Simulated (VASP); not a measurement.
# As in VASP: further runs, part 2 of 2

VASP 6.6.1. Earlier steps stand in the parts before.

### 4 Single point, PBE

Input file INCAR:

```
SYSTEM = As
  ALGO = Normal
  DIPOL = 0.5 0.5 0.500
  EDIFF = 1E-6
  ENCUT = 520
  GGA = PE
  IDIPOL = 3
  ISIF = 2
  ISMEAR = 0
  LASPH = .TRUE.
  LCHARG = .TRUE.
  LDIPOL = .TRUE.
  LELF = .TRUE.
  LREAL = .FALSE.
  LVACPOTAV = .TRUE.
  LVHAR = .TRUE.
  LWAVE = .FALSE.
  NBANDS = 12
  NELM = 60
  PREC = Accurate
  SIGMA = 0.02
```

Input file KPOINTS:

```
k-points
0
G
  9 9 1
  0 0 0
```

Input file POSCAR:

```
As
1.0
    3.4970000000      0.0000000000      0.0000000000
   -1.7485000000      3.0284908370      0.0000000000
    0.0000000000      0.0000000000     28.0000000000
As
2
Direct
    0.3333333333      0.6666666667      0.5266071429
    0.6666666667      0.3333333333      0.4733928571
```

Potentials or basis: VASP PAW PBE potentials, release 64 (As).

The run is started by

```console
$ cat potpaw_PBE.64/As/POTCAR > POTCAR
$ mpirun -np 1 vasp_std > vasp.out
```

OUTCAR:

```text
SYSTEM = As
   EDIFF = 1E-6
   ENCUT = 520
   GGA = PE
   ISIF = 2
   ISMEAR = 0
   LASPH = .TRUE.
   LREAL = .FALSE.
   NELM = 60
   PREC = Accurate

 ion  position               nearest neighbor table
   1  0.333  0.667  0.527-   2 2.51   2 2.51   2 2.51
   2  0.667  0.333  0.473-   1 2.51   1 2.51   1 2.51

  LATTYP: Found a hexagonal cell.
 ALAT       =     3.4970000000
 C/A-ratio  =     8.0068630255

  Lattice vectors:

 A1 = (   3.4970000000,   0.0000000000,   0.0000000000)
 A2 = (  -1.7485000000,   3.0284908370,   0.0000000000)
 A3 = (   0.0000000000,   0.0000000000,  28.0000000000)

Analysis of symmetry for initial positions (statically):
=====================================================================
 Subroutine PRICEL returns:
 Original cell was already a primitive cell.

 Routine SETGRP: Setting up the symmetry group for a
 hexagonal supercell.

 Subroutine GETGRP returns: Found 12 space group operations
 (whereof 12 operations were pure point group operations)
 out of a pool of 24 trial point group operations.

The static configuration has the point symmetry D_3d.

[... 166 lines left out ...]
      6      -1.1476      0.00000
      7       0.0683      0.00000
      8       0.0683      0.00000
      9       0.9572      0.00000
     10       1.1293      0.00000
     11       1.5233      0.00000
     12       1.8017      0.00000
[... 151 lines left out ...]
 k-point    12 :       0.3333    0.3333    0.0000
  band No.  band energies     occupation
      1     -13.5843      2.00000
      2     -13.5843      2.00000
      3      -8.1318      2.00000
      4      -5.9479      2.00000
      5      -5.9479      2.00000
      6      -2.2060      0.00000
      7       0.5333      0.00000
      8       0.5333      0.00000
      9       4.2456      0.00000
     10       5.5649      0.00000
     11       5.5649      0.00000
     12       6.1359      0.00000

------------------------ aborting loop because EDIFF is reached ----------------------------------------

  FORCE on cell =-STRESS in cart. coord.  units (eV):
  Direction    XX          YY          ZZ          XY          YZ          ZX
  --------------------------------------------------------------------------------------
  -------------------------------------------------------------------------------------
  Total        1.0672714      1.0672714     -1.2331340      0.0000000      0.0000000     -0.0000000
  in kB        5.7664100      5.7664100     -6.6625568      0.0000000      0.0000000     -0.0000000
  external PRESSURE =       1.6234211 kB  Pullay stress =       0.0000000 kB

 VOLUME and BASIS-vectors are now :
 -----------------------------------------------------------------------------
  energy-cutoff  :      520.00
  volume of cell :      296.54
      direct lattice vectors                 reciprocal lattice vectors
     3.497000000  0.000000000  0.000000000     0.285959394  0.165098733  0.000000000
    -1.748500000  3.028490837  0.000000000     0.000000000  0.330197466  0.000000000
     0.000000000  0.000000000 28.000000000     0.000000000  0.000000000  0.035714286

 POSITION                                       TOTAL-FORCE (eV/Angst)
 -----------------------------------------------------------------------------------
     -0.00000      2.01899     14.74500        -0.000000     -0.000000     -0.826815
      1.74850      1.00950     13.25500         0.000000      0.000000      0.826815
 -----------------------------------------------------------------------------------
    total drift:                               -0.000000      0.000000     -0.000000

  FREE ENERGIE OF THE ION-ELECTRON SYSTEM (eV)
  ---------------------------------------------------
  free  energy   TOTEN  =        -9.2605330219 eV

  energy  without entropy=       -9.2605330219  energy(sigma->0) =       -9.26053302

 vacuum level on the upper side and lower side of the slab         1.398         1.398
```

OSZICAR:

```text
N       E                     dE             d eps       ncg     rms          rms(c)
DAV:   1     0.658793866823E+02    0.65879E+02   -0.27978E+03   288   0.537E+02
DAV:   2    -0.192658451997E+01   -0.67806E+02   -0.57464E+02   444   0.880E+01
DAV:   3    -0.920589779347E+01   -0.72793E+01   -0.72516E+01   408   0.382E+01
[... 11 lines left out ...]
DAV:  15    -0.926051470826E+01   -0.28272E-04   -0.19870E-06   404   0.339E-03    0.824E-04
DAV:  16    -0.926051926339E+01   -0.45551E-05   -0.39975E-08   352   0.643E-04    0.526E-04
DAV:  17    -0.926053057261E+01   -0.11309E-04   -0.54436E-07   320   0.157E-03    0.320E-04
DAV:  18    -0.926053228793E+01   -0.17153E-05   -0.31401E-08   356   0.414E-04    0.981E-05
DAV:  19    -0.926053302188E+01   -0.73395E-06   -0.11551E-08   332   0.245E-04
   1 F= -.92605330E+01 E0= -.92605330E+01  d E =-.754663E-12
```

Wall time 88 s (1 thread of Intel Xeon Platinum 8259CL at 2.50GHz (Skylake/Cascade Lake), shared host); peak memory 0.38 GiB.

Results:

```yaml
Free_energy: -9.2605 eV
Largest_force: 0.827 eV/Å
Band_gap_on_the_k_mesh: 0.96 eV (least direct gap 2.05 eV)
```

Forces on the atoms (eV/Å):
```
As   0.000  0.000 -0.827
As   0.000  0.000  0.827
```

### 5 Single point, PBE

Input file INCAR:

```
SYSTEM = As
ALGO = Normal ; DIPOL = 0.5 0.5 0.500
EDIFF = 1E-6 ; ENCUT = 520
GGA = PE ; IDIPOL = 3
ISIF = 2 ; ISMEAR = 0
LASPH = .TRUE. ; LCHARG = .FALSE.
LDIPOL = .TRUE. ; LREAL = .FALSE.
LWAVE = .FALSE. ; NBANDS = 12
NELM = 60 ; PREC = Accurate
SIGMA = 0.02
```

KPOINTS is that of step 4.

Input file POSCAR:

```
As
1.0
    3.4970000000      0.0000000000      0.0000000000
   -1.7485000000      3.0284908370      0.0000000000
    0.0000000000      0.0000000000     28.0000000000
As
2
Direct
    0.3333333333      0.6666666667      0.5372500000
    0.6666666667      0.3333333333      0.4627500000
```

The run is started by

```console
$ cat potpaw_PBE.64/As/POTCAR > POTCAR
$ mpirun -np 1 vasp_std > vasp.out
```

Wall time 73 s (1 thread of Intel Xeon Platinum 8259CL at 2.50GHz (Skylake/Cascade Lake), shared host); peak memory 0.4 GiB.

The run converged. Its results:

```yaml
Free_energy: -7.6806 eV
Largest_force: 2.920 eV/Å
Band_gap_on_the_k_mesh: zero (bands 5 and 6 overlap by 1.91 eV)
```

Forces on the atoms (eV/Å):
```
As   0.000  0.000 -2.920
As   0.000  0.000  2.920
```

Levels at points of the mesh, in eV from the Fermi level:
| k point | band 1 | band 2 | band 3 | band 4 | band 5 | band 6 | band 7 | band 8 | band 9 | band 10 |
| --- | --- | --- | --- | --- | --- | --- | --- | --- | --- | --- |
| (0.00, 0.00, 0.00) | -12.71 | -9.73 | -2.84 | 1.34 | 1.40 | 1.40 | 2.94 | 2.94 | 3.85 | 4.15 |

### 6 Single point, PBE

This run uses another cell than the first one.

Input file INCAR:

```
SYSTEM = As
PREC = Accurate
ENCUT = 520
EDIFF = 1E-6
ISMEAR = 0
SIGMA = 0.02
LREAL = .False.
LASPH = .True.
NELM = 120
ALGO = Normal
ISIF = 2
LWAVE = .False.
LCHARG = .False.
LDIPOL = .True.
IDIPOL = 3
DIPOL = 0.5 0.5 0.500
GGA = PE
NBANDS = 22
GGA_COMPAT = .False.
NELMDL = -8
```

Input file KPOINTS:

```
Automatic mesh
0
Gamma
  9 9 1
  0 0 0
```

Input file POSCAR:

```
As
1.0
    3.7860000000      0.0000000000      0.0000000000
   -1.8930000000      3.2787721787      0.0000000000
    0.0000000000      0.0000000000     28.0000000000
As
2
Direct
    0.3333333333      0.6666666667      0.5372500000
    0.6666666667      0.3333333333      0.4627500000
```

Potentials or basis: VASP PAW PBE potentials, release 64 (As_d).

The run is started by

```console
$ cat potpaw_PBE.64/As_d/POTCAR > POTCAR
$ mpirun -np 1 vasp_std > vasp.out
```

OUTCAR:

```text
SYSTEM = As
   PREC = Accurate
   ENCUT = 520
   EDIFF = 1E-6
   ISMEAR = 0
   LREAL = .False.
   LASPH = .True.
   NELM = 120
   ISIF = 2
   GGA = PE
   NELMDL = -8

 ion  position               nearest neighbor table
   1  0.333  0.667  0.537-
   2  0.667  0.333  0.463-

  LATTYP: Found a hexagonal cell.
 ALAT       =     3.7860000000
 C/A-ratio  =     7.3956682515

  Lattice vectors:

 A1 = (   3.7860000000,   0.0000000000,   0.0000000000)
[... 475 lines left out ...]
 vacuum level on the upper side and lower side of the slab       (xc-potential included)        -0.009        -0.009

  FORCE on cell =-STRESS in cart. coord.  units (eV):
  Direction    XX          YY          ZZ          XY          YZ          ZX
  --------------------------------------------------------------------------------------
  -------------------------------------------------------------------------------------
  Total       -3.3229581     -3.3229581     -7.6475272      0.0000000     -0.0000000      0.0000000
  in kB      -15.3174181    -15.3174181    -35.2518351      0.0000000     -0.0000000      0.0000000
  external PRESSURE =     -21.9622238 kB  Pullay stress =       0.0000000 kB

 VOLUME and BASIS-vectors are now :
 -----------------------------------------------------------------------------
  energy-cutoff  :      520.00
  volume of cell :      347.58
      direct lattice vectors                 reciprocal lattice vectors
     3.786000000  0.000000000  0.000000000     0.264131009  0.152496109  0.000000000
    -1.893000000  3.278772179  0.000000000     0.000000000  0.304992218  0.000000000
     0.000000000  0.000000000 28.000000000     0.000000000  0.000000000  0.035714286

 POSITION                                       TOTAL-FORCE (eV/Angst)
 -----------------------------------------------------------------------------------
     -0.00000      2.18585     15.04300         0.000000     -0.000000     -3.666321
      1.89300      1.09292     12.95700        -0.000000      0.000000      3.666321
 -----------------------------------------------------------------------------------
    total drift:                               -0.000000      0.000000     -0.000000

  FREE ENERGIE OF THE ION-ELECTRON SYSTEM (eV)
  ---------------------------------------------------
  free  energy   TOTEN  =        -7.2497288416 eV

  energy  without entropy=       -7.2497288416  energy(sigma->0) =       -7.24972884

 vacuum level on the upper side and lower side of the slab         0.936         0.936
```

OSZICAR:

```text
N       E                     dE             d eps       ncg     rms          rms(c)
DAV:   1     0.214472196252E+03    0.21447E+03   -0.15828E+04   664   0.268E+03
DAV:   2     0.293158454918E+02   -0.18516E+03   -0.17395E+03   630   0.655E+02
DAV:   3    -0.549258378242E+01   -0.34808E+02   -0.34515E+02   828   0.143E+02
[... 16 lines left out ...]
DAV:  20    -0.724971660934E+01   -0.99668E-05   -0.25160E-07   474   0.319E-03    0.583E-04
DAV:  21    -0.724972578742E+01   -0.91781E-05   -0.40999E-07   458   0.285E-03    0.264E-04
DAV:  22    -0.724972746097E+01   -0.16735E-05   -0.29910E-08   404   0.207E-03    0.134E-04
DAV:  23    -0.724972871691E+01   -0.12559E-05   -0.48097E-08   398   0.165E-03    0.902E-05
DAV:  24    -0.724972884160E+01   -0.12469E-06   -0.75543E-09   414   0.123E-03
   1 F= -.72497288E+01 E0= -.72497288E+01  d E =-.311565E-13
```

stdout:

```text
POSCAR found type information on POSCAR As
 POSCAR found :  1 types and       2 ions
 scaLAPACK will be used
 LDA part: xc-table for (Slater+PW92), standard interpolation
 POSCAR, INCAR and KPOINTS ok, starting setup
 FFT: planning ... GRIDC
 FFT: planning ... GRID_SOFT
 FFT: planning ... GRID
 WAVECAR not read
 entering main loop
```

Run time: 2.4 min. Hardware: 1 thread of AMD EPYC 7R43 (Zen 3), shared host; peak memory 0.41 GiB.

What came out:

| Property | Result |
| --- | --- |
| Free energy | -7.2497 eV |
| Largest force | 3.666 eV/Å |
| Band gap on the k mesh | zero (bands 15 and 16 overlap by 0.72 eV) |

Forces on the atoms (eV/Å):
```
As   0.000  0.000 -3.666
As   0.000  0.000  3.666
```

### 7 Summary

| potentials or basis | cell | gap on the mesh (eV) | largest force (eV/Å) |
| --- | --- | --- | --- |
| VASP PAW PBE potentials, release 64 (As) | a = 3.497, b = 3.497, c = 28.000 Å, angles 90.0, 90.0, 120.0°, 2 atoms, atomic positions A | none | 3.85 |
| VASP PAW PBE potentials, release 64 (As) | a = 3.497, b = 3.497, c = 28.000 Å, angles 90.0, 90.0, 120.0°, 2 atoms, atomic positions B | none | 6.51 |
| VASP PAW PBE potentials, release 64 (As) | a = 3.497, b = 3.497, c = 28.000 Å, angles 90.0, 90.0, 120.0°, 2 atoms, atomic positions C | 0.96 | 0.83 |
| VASP PAW PBE potentials, release 64 (As) | a = 3.497, b = 3.497, c = 28.000 Å, angles 90.0, 90.0, 120.0°, 2 atoms, atomic positions D | none | 2.92 |
| VASP PAW PBE potentials, release 64 (As_d) | a = 3.786, b = 3.786, c = 28.000 Å, angles 90.0, 90.0, 120.0°, 2 atoms, atomic positions D | none | 3.67 |

Alike in all rows: task single point; level PBE; no spin polarisation; k mesh 9 × 9 × 1; cutoff (eV) 520; smearing gaussian 0.02 eV.

Absolute energies hang on the potentials; compare differences alone.
